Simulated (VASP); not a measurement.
The system is GaH2.

```
Ga H
1.0
     3.10016    0.00000    0.00000
    -1.55008    2.68482    0.00000
     0.00000    0.00000    3.34735
Ga H
1 2
Direct
  0.00000 0.00000 0.00000
  0.33333 0.66667 0.50000
  0.66667 0.33333 0.50000
```

| Item | Value |
| --- | --- |
| Program | VASP 6.6.1 |
| Task | relaxation of cell and atoms |
| Functional | PBE |
| Potentials or basis | VASP PAW PBE potentials, release 64 (Ga_d, H) |
| Cutoff | 600 eV |
| k mesh | 18 × 18 × 14 |
| Occupations | gaussian, width 0.1 eV |
| Spin | no spin polarisation |

At the start: pressure -4.5 GPa; volume 9.29 Å³/atom.

Q: How do energy, volume and symmetry change on relaxing?

A: Over 4 steps the energy falls by 13.8 meV/atom and the volume is 8.41 Å³/atom (-9.5 %); space group P6/mmm (No. 191, to 0.1 Å) before and after.

Step by step:
```tsv
step	energy change (eV)	largest force (eV/Å)	pressure (GPa)	volume (Å³)
1	0.0000	0.0000	-4.51	27.86
2	-0.0250	0.0000	-3.07	26.82
3	-0.0412	0.0000	-0.31	25.37
4	-0.0413	0.0000	0.02	25.22
```

Final structure:
```
Ga H
1.0
     2.99181    0.00000    0.00000
    -1.49591    2.59099    0.00000
     0.00000    0.00000    3.25378
Ga H
1 2
Direct
  0.00000 0.00000 0.00000
  0.33333 0.66667 0.50000
  0.66667 0.33333 0.50000
```
